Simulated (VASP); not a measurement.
# MgAgH3 (Pm-3m) in VASP: notebook

MgAgH3 is run at these levels: PBEsol; tasks: single point, relaxation of cell and atoms.

Program: VASP 6.6.1. These are calculated values, not measurements. Logs are shortened: lines on timing, memory, paths and dates and some standing lists are left out, and cuts for length are marked.

### Step 1. The cell of the first run

It takes space group Pm-3m (No. 221, cubic). Conventional cell: a = 3.719 Å, b = 3.719 Å, c = 3.719 Å, α = 90.00°, β = 90.00°, γ = 90.00°. Mg (site symmetry m-3m) has 12 H at 2.63 Å and 8 Ag at 3.22 Å within 3.5 Å. Ag (site symmetry m-3m) has 6 H at 1.86 Å within 2.5 Å. H (site symmetry 4/mmm) has 2 Ag at 1.86 Å within 2.5 Å.

### Step 2. Single point, PBEsol

The input, INCAR:

```
  ALGO = Normal
  EDIFF = 1E-7
  ENCUT = 520
  GGA = PS
  ISIF = 2
  ISMEAR = -1
  LASPH = True
  LCHARG = False
  LREAL = False
  LWAVE = False
  NBANDS = 16
  NELM = 60
  PREC = Accurate
  SIGMA = 0.03
```

The input, KPOINTS:

```
k-points
0
Gamma
  6 6 6
```

The input, POSCAR:

```
MgAgH3
1.0
    3.7194053808      0.0000000000      0.0000000000
    0.0000000000      3.7194053808      0.0000000000
    0.0000000000      0.0000000000      3.7194053808
Mg Ag H
1 1 3
Direct
    0.0000000000      0.0000000000      0.0000000000
    0.5000000000      0.5000000000      0.5000000000
    0.0000000000      0.5000000000      0.5000000000
    0.5000000000      0.0000000000      0.5000000000
    0.5000000000      0.5000000000      0.0000000000
```

Potentials or basis: VASP PAW PBE potentials, release 64 (Mg, Ag, H).

On the command line:

```console
$ cat potpaw_PBE.64/Mg/POTCAR potpaw_PBE.64/Ag/POTCAR potpaw_PBE.64/H/POTCAR > POTCAR
$ mpirun -np 1 vasp_std > vasp.out
```

OUTCAR:

```text
EDIFF = 1E-7
   ENCUT = 520
   GGA = PS
   ISIF = 2
   ISMEAR = -1
   LASPH = True
   LREAL = False
   NELM = 60
   PREC = Accurate

 ion  position               nearest neighbor table
   1  0.000  0.000  0.000-   2 3.22   2 3.22   2 3.22   2 3.22   2 3.22   2 3.22   2 3.22   2 3.22

   2  0.500  0.500  0.500-   3 1.86   4 1.86   5 1.86   5 1.86   4 1.86   3 1.86   1 3.22   1 3.22
                             1 3.22   1 3.22   1 3.22   1 3.22   1 3.22   1 3.22
   3  0.000  0.500  0.500-   2 1.86   2 1.86
   4  0.500  0.000  0.500-   2 1.86   2 1.86
   5  0.500  0.500  0.000-   2 1.86   2 1.86

  LATTYP: Found a simple cubic cell.
 ALAT       =     3.7194053808

  Lattice vectors:

 A1 = (   3.7194053808,   0.0000000000,   0.0000000000)
 A2 = (   0.0000000000,   3.7194053808,   0.0000000000)
 A3 = (   0.0000000000,   0.0000000000,   3.7194053808)

Analysis of symmetry for initial positions (statically):
=====================================================================
 Subroutine PRICEL returns:
 Original cell was already a primitive cell.

 Routine SETGRP: Setting up the symmetry group for a
 simple cubic supercell.

 Subroutine GETGRP returns: Found 48 space group operations
 (whereof 48 operations were pure point group operations)
 out of a pool of 48 trial point group operations.

The static configuration has the point symmetry O_h .

Analysis of symmetry for dynamics (positions and initial velocities):
=====================================================================
 Subroutine PRICEL returns:
 Original cell was already a primitive cell.

 Routine SETGRP: Setting up the symmetry group for a
 simple cubic supercell.

 Subroutine GETGRP returns: Found 48 space group operations
 (whereof 48 operations were pure point group operations)
 out of a pool of 48 trial point group operations.

The dynamic configuration has the point symmetry O_h .

 Subroutine INISYM returns: Found 48 space group operations
 (whereof 48 operations are pure point group operations),
 and found     1 'primitive' translations

----------------------------------------------------------------------------------------

                                     Primitive cell

[... 89 lines left out ...]
   ENCUT  =  520.0 eV  38.22 Ry    6.18 a.u.   6.92  6.92  6.92*2*pi/ulx,y,z
   NELM   =     60;   NELMIN=  2; NELMDL= -5     # of ELM steps
   EDIFF  = 0.1E-06   stopping-criterion for ELM
   LREAL  =      F    real-space projection
   EDIFFG = 0.1E-05   stopping-criterion for IOM
   NSW    =      0    number of steps for IOM
   IBRION =     -1    ionic relax: 0-MD 1-quasi-New 2-CG
   NFREE  =      0    steps in history (QN), initial steepest desc. (CG)
   ISIF   =      2    stress and relaxation
   ISYM   =      2    0-nonsym 1-usesym 2-fastsym
   POTIM  = 0.5000    time-step for ionic-motion
   TEBEG  =    0.0;   TEEND  =   0.0 temperature during run
   PSTRESS=    0.0 pullay stress
   NELECT =      16.0000    total number of electrons
   NUPDOWN=      -1.0000    fix difference up-down
   EMIN   =  10.00;   EMAX   =-10.00  energy-range for DOS
   EFERMI =   0.00;   METHOD = LEGACY
   ISMEAR =    -1;   SIGMA  =   0.03  broadening in eV -4-tet -1-fermi 0-gaus
   EFERMI_NEDOS =   21; number of points for ismear=-14 and -15
   IALGO  =     38    algorithm
   IMIX   =      4    mixing-type and parameters
     AMIX     =   0.40;   BMIX     =  1.00
     AMIX_MAG =   1.60;   BMIX_MAG =  1.00
  volume/ion in A,a.u.               =      10.29        69.45
  Fermi-wavevector in a.u.,A,eV,Ry     =   1.109110  2.095914 16.736868  1.230125
  Thomas-Fermi vector in A             =   2.245646
   LORBIT       =      0    0 simple, 1 ext, 2 COOP (PROOUT), +10 PAW based schemes
   GGA     = PS    functional components
   LHFCALC =     F    Hartree Fock is set to
   AEXX    =    0.0000 exact exchange contribution
   IVDW    =     0    specifies the selected vdW correction
   LEPSILON=     F    determine dielectric tensor
   LRPA    =     F    only Hartree local field effects (RPA)
 non-spin polarized calculation
  energy-cutoff  :      520.00
  volume of cell :       51.45
 maximum number of plane-waves:      1409
 NGX is ok and might be reduce to    28
   NGX = 13   NGY = 13   NGZ = 13

 number of electron      15.9999993 magnetization

 Free energy of the ion-electron system (eV)
  ---------------------------------------------------
  ext. energy  EPLUGINS =         0.00000000
  ---------------------------------------------------
  free energy    TOTEN  =       -13.45546900 eV

  energy without entropy =      -13.45179669  energy(sigma->0) =      -13.45363284

 E-fermi :   5.2868     XC(G=0): -10.0535

 val. band max:        5.2392154775   @ k =   0.5000   0.3333   0.0000
 cond. band min:       5.3328011916   @ k =   0.5000   0.5000   0.5000
 fundamental gap:      0.0935857141
 Fermi energy:         5.2867609161

 k-point     1 :       0.0000    0.0000    0.0000
  band No.  band energies     occupation
      1      -5.2869      2.00000
      2      -3.0741      2.00000
      3      -3.0741      2.00000
      4      -0.5142      2.00000
      5      -0.5142      2.00000
      6      -0.5142      2.00000
[... 357 lines left out ...]
      3      -1.2434      2.00000
      4      -0.5745      2.00000
      5      -0.5745      2.00000
      6       0.2056      2.00000
[... 8 lines left out ...]
     15      18.0580      0.00000
     16      18.0580      0.00000

------------------------ aborting loop because EDIFF is reached ----------------------------------------

  FORCE on cell =-STRESS in cart. coord.  units (eV):
  Direction    XX          YY          ZZ          XY          YZ          ZX
  --------------------------------------------------------------------------------------
  -------------------------------------------------------------------------------------
  Total       -0.0920810     -0.0920810     -0.0920810     -0.0000000      0.0000000      0.0000000
  in kB       -2.8672136     -2.8672136     -2.8672136     -0.0000000      0.0000000      0.0000000
  external PRESSURE =      -2.8672136 kB  Pullay stress =       0.0000000 kB

 VOLUME and BASIS-vectors are now :
 -----------------------------------------------------------------------------
  energy-cutoff  :      520.00
  volume of cell :       51.45
      direct lattice vectors                 reciprocal lattice vectors
     3.719405381  0.000000000  0.000000000     0.268860180  0.000000000  0.000000000
     0.000000000  3.719405381  0.000000000     0.000000000  0.268860180  0.000000000
     0.000000000  0.000000000  3.719405381     0.000000000  0.000000000  0.268860180

 POSITION                                       TOTAL-FORCE (eV/Angst)
 -----------------------------------------------------------------------------------
      0.00000      0.00000      0.00000         0.000000      0.000000      0.000000
      1.85970      1.85970      1.85970         0.000000      0.000000      0.000000
      0.00000      1.85970      1.85970         0.000000      0.000000      0.000000
      1.85970      0.00000      1.85970         0.000000      0.000000      0.000000
      1.85970      1.85970      0.00000         0.000000      0.000000      0.000000
 -----------------------------------------------------------------------------------
    total drift:                                0.000000      0.000000      0.000000

  FREE ENERGIE OF THE ION-ELECTRON SYSTEM (eV)
  ---------------------------------------------------
  free  energy   TOTEN  =       -13.4554690037 eV

  energy  without entropy=      -13.4517966857  energy(sigma->0) =      -13.45363284
```

stdout:

```text
POSCAR found type information on POSCAR MgAgH
 POSCAR found :  3 types and       5 ions
 scaLAPACK will be used
 -----------------------------------------------------------------------------
|                                                                             |
|                                                                             |
|     You enforced a specific xc type in the INCAR file but a different       |
|     I HOPE YOU KNOW WHAT YOU ARE DOING!                                     |
|                                                                             |
 -----------------------------------------------------------------------------

 LDA part: xc-table for (Slater+PW92), standard interpolation
 POSCAR, INCAR and KPOINTS ok, starting setup
 FFT: planning ... GRIDC
 FFT: planning ... GRID_SOFT
 FFT: planning ... GRID
 WAVECAR not read
 entering main loop
```

It took 23 s on 1 thread of Oxide Virtual Turin-like, shared host; peak memory 0.13 GiB.

What came out:

```
Free energy            : -13.4555 eV
Pressure               : -0.3 GPa
Band gap on the k mesh : zero (bands 8 and 9 overlap by 2.39 eV)
```

Caveat: the PAW data sets were made with another functional, which shifts forces and pressure a little.

### Step 3. Relaxation of cell and atoms, PBEsol

This run uses another cell than the first one, of 12.38 Å³/atom.

The input, INCAR:

```
SYSTEM = MgAgH3
PREC = Accurate
ENCUT = 600
EDIFF = 1E-6
ISMEAR = -1
SIGMA = 0.03
LREAL = .FALSE.
LASPH = .TRUE.
NELM = 80
ALGO = Normal
ISIF = 3
LWAVE = .FALSE.
LCHARG = .FALSE.
GGA = PS
IBRION = 2
NSW = 100
EDIFFG = -0.01
```

The input, KPOINTS:

```
regular mesh
0
G
  6 6 6
  0 0 0
```

POSCAR, as its differences from that of step 2:

```diff
@@ -2,5 +2,5 @@
 1.0
-    3.7194053808      0.0000000000      0.0000000000
-    0.0000000000      3.7194053808      0.0000000000
-    0.0000000000      0.0000000000      3.7194053808
+    3.9560277900      0.0000000000      0.0000000000
+    0.0000000000      3.9560277900      0.0000000000
+    0.0000000000      0.0000000000      3.9560277900
 Mg Ag H
```

Potentials or basis: VASP PAW PBE potentials, release 64 (Mg, Ag, H).

On the command line:

```console
$ cat potpaw_PBE.64/Mg/POTCAR potpaw_PBE.64/Ag/POTCAR potpaw_PBE.64/H/POTCAR > POTCAR
$ mpirun -np 1 vasp_std > vasp.out
```

Run time: 71 s. Hardware: 1 thread of Oxide Virtual Turin-like, shared host; peak memory 0.16 GiB.

It converged, with:

```
Free energy                           : -13.4583 eV
Relaxed volume                        : 10.26 Å³/atom
Relaxed cell                          : a = 3.716 Å, b = 3.716 Å, c = 3.716 Å, α = 90.00°, β = 90.00°, γ = 90.00°
Space group after relaxing (to 0.1 Å) : Pm-3m (No. 221)
Energy gained by relaxing             : 74.8 meV/atom
Ionic steps                           : 4
Pressure after relaxing               : 0.1 GPa
Band gap on the k mesh                : zero (bands 8 and 9 overlap by 2.40 eV)
```

Step by step:
```csv
step,energy change (eV),largest force (eV/Å),pressure (GPa),volume (Å³)
1,0.0000,0.0000,-9.66,61.91
2,-0.3053,0.0000,-5.01,55.46
3,-0.3731,0.0000,-0.68,51.82
4,-0.3741,0.0000,0.07,51.31
```

Final structure:
```xyz
5
Lattice="3.7158 0.0000 0.0000 0.0000 3.7158 0.0000 0.0000 0.0000 3.7158" Properties=species:S:1:pos:R:3 pbc="T T T"
Mg    0.0000    0.0000    0.0000
Ag    1.8579    1.8579    1.8579
H     0.0000    1.8579    1.8579
H     1.8579    0.0000    1.8579
H     1.8579    1.8579    0.0000
```

Levels at points of the mesh, in eV from the Fermi level:
```
           k point  band 5  band 6  band 7  band 8  band 9  band 10  band 11  band 12
(0.00, 0.00, 0.00)   -5.82   -5.82    1.37    1.37    1.98     1.98     1.98     2.94
(0.50, 0.00, 0.00)   -6.08   -5.79   -5.27    1.67    2.02     4.46     4.46     4.94
(0.50, 0.50, 0.00)   -5.99   -5.99   -5.89   -3.77   -0.60     4.04     4.04     7.11
(0.50, 0.50, 0.50)   -5.88   -5.10   -5.10   -5.10    0.05     1.16     1.48     1.48
```

Caveat: the volume moved by over 15 % at a fixed basis, so the end points are rough; the PAW data sets were made with another functional, which shifts forces and pressure a little.

The gap in the log of VASP goes by the Fermi energy; the results here count the filled bands.